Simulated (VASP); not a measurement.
AlN, 4 atoms in the cell. It takes space group P6_3mc (No. 186, hexagonal). Conventional cell: a = 3.111 Å, b = 3.111 Å, c = 4.981 Å, α = 90.00°, β = 90.00°, γ = 120.00°. Al (site symmetry 3m) has 4 N at 1.89 to 1.90 Å within 2.5 Å. Within 2.5 Å of N (site symmetry 3m) lie 4 Al at 1.89 to 1.90 Å. 

| Quantity | Value |
| --- | --- |
| Program | VASP 6.6.1 |
| Task | single point |
| Functional | LDA |
| Potentials or basis | VASP PAW LDA potentials, release 64 (Al, N) |
| Cutoff | 520 eV |
| k mesh | 8 × 8 × 5 |
| Occupations | gaussian, width 0.03 eV |
| Spin | no spin polarisation |
| Dipole correction | no |
| Further INCAR settings | ALGO = Normal; EDIFF = 1e-07; NBANDS = 16 |

Potentials or basis: VASP PAW LDA potentials, release 64 (Al, N).

Command:

```sh
$ cat potpaw_LDA.64/Al/POTCAR potpaw_LDA.64/N/POTCAR > POTCAR
$ mpirun -np 1 vasp_std > vasp.out
```

Hardware: 1 thread of AMD EPYC 7R13, with other jobs on the host.

Task: How long does it take, and how much memory?

Result: Wall time 35 s on 1 thread of AMD EPYC 7R13, on a shared host, peak memory 0.11 GiB. Counts: scf iterations 14, k points 30.
